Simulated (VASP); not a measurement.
Wanted: the native input for a VASP 6.6.1 run.

```
Task                    : single point
Functional              : PBE
Potentials or basis     : VASP PAW PBE potentials, release 64 (Mg, O)
Cutoff                  : 520 eV
k mesh                  : 12 × 12 × 2
Occupations             : gaussian, width 0.02 eV
Spin                    : no spin polarisation
Dipole correction       : no
k mesh for the DOS      : 18 × 18 × 3
Occupations for the DOS : tetrahedron
Further INCAR settings  : ALGO = Normal; EDIFF = 1e-07
```

Crystal: MgO.

```xyz
12
Lattice="2.8480 -1.6443 0.0005 2.8480 1.6443 0.0005 -0.0025 0.0000 15.6707" Properties=species:S:1:pos:R:3 pbc="T T T"
Mg    1.8971    0.0000   10.1536
Mg    1.8962    0.0000   15.3451
Mg   -0.0020    0.0000   12.7491
Mg    5.6948    0.0000    7.5496
Mg   -0.0003    0.0000    2.3091
Mg    3.7965    0.0000    4.9142
O     1.8965    0.0000   13.3500
O     1.8974    0.0000    8.1579
O     0.0000    0.0000    0.2935
O     5.6943    0.0000   10.7549
O     5.6951    0.0000    5.5340
O     3.7969    0.0000    2.9186
```

The input as run:

POSCAR

```
MgO
1.0
    2.8479830432     -1.6442837975      0.0004537147
    2.8479830432      1.6442837975      0.0004537147
   -0.0024965095      0.0000000000     15.6706782459
Mg O
6 6
Direct
    0.3333369986      0.3333369986      0.6479152832
    0.3333369986      0.3333369986      0.9792033773
    0.0000036653      0.0000036653      0.8135655935
    1.0000036653      1.0000036653      0.4817067918
    0.0000036653      0.0000036653      0.1473517204
    0.6666703320      0.6666703320      0.3135554668
    0.3333369986      0.3333369986      0.8518914417
    0.3333369986      0.3333369986      0.5205621818
    0.0000036653      0.0000036653      0.0187321280
    1.0000036653      1.0000036653      0.6862496298
    1.0000036653      1.0000036653      0.3530881388
    0.6666703320      0.6666703320      0.1862072068
```

INCAR.step1

```
PREC = Accurate ; ENCUT = 520
EDIFF = 1E-7 ; ISMEAR = 0
SIGMA = 0.02 ; LREAL = F
LASPH = T ; NELM = 60
ALGO = Normal ; ISIF = 2
LWAVE = F ; LCHARG = T
GGA = PE ; NBANDS = 36
```

KPOINTS.step1

```
regular mesh
0
Gamma
  12 12 2
```

INCAR.step2

```
PREC = Accurate ; ENCUT = 520
EDIFF = 1E-7 ; ISMEAR = -5
SIGMA = 0.02 ; LREAL = F
LASPH = T ; NELM = 60
ALGO = Normal ; ISIF = 2
LWAVE = F ; LCHARG = F
GGA = PE ; LORBIT = 11
NEDOS = 1001 ; ICHARG = 11
```

KPOINTS.step2

```
regular mesh
0
Gamma
  18 18 3
```

Potentials or basis: VASP PAW PBE potentials, release 64 (Mg, O).

The run is started by

```sh
$ cat potpaw_PBE.64/Mg/POTCAR potpaw_PBE.64/O/POTCAR > POTCAR
$ cp INCAR.step1 INCAR
$ cp KPOINTS.step1 KPOINTS
$ mpirun -np 1 vasp_std > vasp.out
$ cp INCAR.step2 INCAR
$ cp KPOINTS.step2 KPOINTS
$ mpirun -np 1 vasp_std > vasp.out
```

Results of the run:

```yaml
Valence_electrons_inside_the_program's_atomic_spheres: Mg 0.42; O 5.08, 5.07 (each value once)
```

Wall time 8.4 min on 1 thread of Oxide Virtual Turin-like Processor, on a shared host, peak memory 0.44 GiB.
